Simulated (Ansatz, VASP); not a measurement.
## MnO: VASP beside Ansatz

```
Mn O
1.0
     0.00000    2.22200    2.22200
     2.22200    0.00000    2.22200
     2.22200    2.22200    0.00000
Mn O
1 1
Direct
  0.00000 0.00000 0.00000
  0.50000 0.50000 0.50000
```

Alike in both runs: task electric field gradients; functional PBE; k mesh 16 × 16 × 16; occupations fermi-dirac, width 0.05 eV; collinear spin.

|  | VASP | Ansatz |
| --- | --- | --- |
| version | VASP 6.6.1 | Ansatz 0.2.0 |
| potentials or method | VASP PAW PBE potentials, release 64 (Mn_pv, O), cutoff 520 eV | all-electron PAW with datasets made for the crystal, scalar-relativistic |

```csv
,VASP,Ansatz,Ansatz less VASP
pressure (GPa),0.1,-0.1,-0.21
net moment per atom (μB),2.38,2.38,0.000
size of the moment on the site where the two differ most (μB),4.33,4.05,-0.277
```

Site moments also hang on the region over which each program counts them. Ansatz ran all-electron here, and VASP with PAW potentials.
